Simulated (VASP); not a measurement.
Write the native input for VASP 6.6.1 that does the following.

```
Task                   : relaxation of cell and atoms
Functional             : PBE
Potentials or basis    : VASP PAW PBE potentials, release 64 (Zn, Se)
Cutoff                 : 600 eV
k mesh                 : 6 × 6 × 4
Occupations            : gaussian, width 0.01 eV
Spin                   : no spin polarisation
Dipole correction      : no
Further INCAR settings : ALGO = Normal; EDIFF = 1e-07; IBRION = 2; EDIFFG = -0.001; NSW = 80; ISIF = 3
```

The structure of ZnSe3 lies in POSCAR:

```
ZnSe3
1.0
    5.6791074488      0.0000000000      0.0000000000
    0.0000000000      5.6791074488      0.0000000000
    0.0000000000      0.0000000000      7.8784602020
Zn Se
2 6
Direct
    0.5000000000      0.5000000000      0.0000000000
    0.0000000000      0.0000000000      0.0000000000
    0.5000000000      0.0000000000      0.6516243887
    0.2516464342      0.2483535658      0.8171291972
    0.7483535658      0.7516464342      0.8171291972
    0.0000000000      0.5000000000      0.3483756113
    0.2483535658      0.7483535658      0.1828708028
    0.7516464342      0.2516464342      0.1828708028
```

One way to write it, as run:

INCAR

```
ALGO     = Normal         # electronic algorithm
EDIFF    = 1E-7           # SCF threshold, eV
EDIFFG   = -0.001         # ionic threshold
ENCUT    = 600            # plane-wave cutoff, eV
GGA      = PE             # functional
IBRION   = 2              # ionic algorithm
ISIF     = 3              # what is computed and relaxed
ISMEAR   = 0              # smearing method
LASPH    = True           # aspherical terms in the spheres
LCHARG   = False          # write CHGCAR
LREAL    = False          # projectors in reciprocal space
LWAVE    = False          # write WAVECAR
NELM     = 80             # most SCF steps
NSW      = 80             # ionic steps
PREC     = Accurate       # precision mode
SIGMA    = 0.01           # smearing width, eV
```

KPOINTS

```
k-points
0
Gamma
  6 6 4
```

Potentials or basis: VASP PAW PBE potentials, release 64 (Zn, Se).

The run is started by

```sh
$ cat potpaw_PBE.64/Zn/POTCAR potpaw_PBE.64/Se/POTCAR > POTCAR
$ mpirun -np 1 vasp_std > vasp.out
```

It gave:

```
Relaxed volume                        : 31.83 Å³/atom
Relaxed cell                          : a = 5.682 Å, b = 5.682 Å, c = 7.888 Å, α = 90.00°, β = 90.00°, γ = 90.00°
Space group after relaxing (to 0.1 Å) : P-42_1m (No. 113)
Energy gained by relaxing             : 0.0 meV/atom
Ionic steps                           : 27
Pressure after relaxing               : 0.0 GPa
Band gap on the k mesh                : 1.02 eV
```

Wall time 56 min on 1 thread of Oxide Virtual Turin-like Processor, with other jobs on the host, peak memory 0.56 GiB.
